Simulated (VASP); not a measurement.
A run of VASP 6.6.1 is set up as follows.

INCAR

```
ALGO = Normal ; EDIFF = 1E-6
ENCUT = 500 ; GGA = PE
GGA_COMPAT = False ; ISIF = 2
ISMEAR = -1 ; LASPH = True
LCHARG = False ; LREAL = False
LWAVE = False ; NBANDS = 12
NELM = 120 ; PREC = Accurate
SIGMA = 0.06122561905347299
```

KPOINTS

```
k-points
0
Gamma
  23 23 23
```

POSCAR

```
Cr
1.0
    2.3235300254      0.0000000000      0.0000000000
    0.0000000000      2.3235300254      0.0000000000
    0.0000000000      0.0000000000      2.3235300254
Cr
1
Direct
    0.0000000000      0.0000000000      0.0000000000
```

Potentials or basis: VASP PAW PBE potentials, release 64 (Cr_pv).

Run with:

```sh
$ cat potpaw_PBE.64/Cr_pv/POTCAR > POTCAR
$ mpirun -np 1 vasp_std > vasp.out
```

(1) Estimate the pressure.

(2) Estimate the band gap on the k mesh.

## Answers

(1) 3.9 GPa.

(2) zero (band 6 reaches 10.97 eV, above the bottom of band 7 at 9.25 eV).

Caveat: the run has no spin polarisation, though such a crystal can be magnetic.
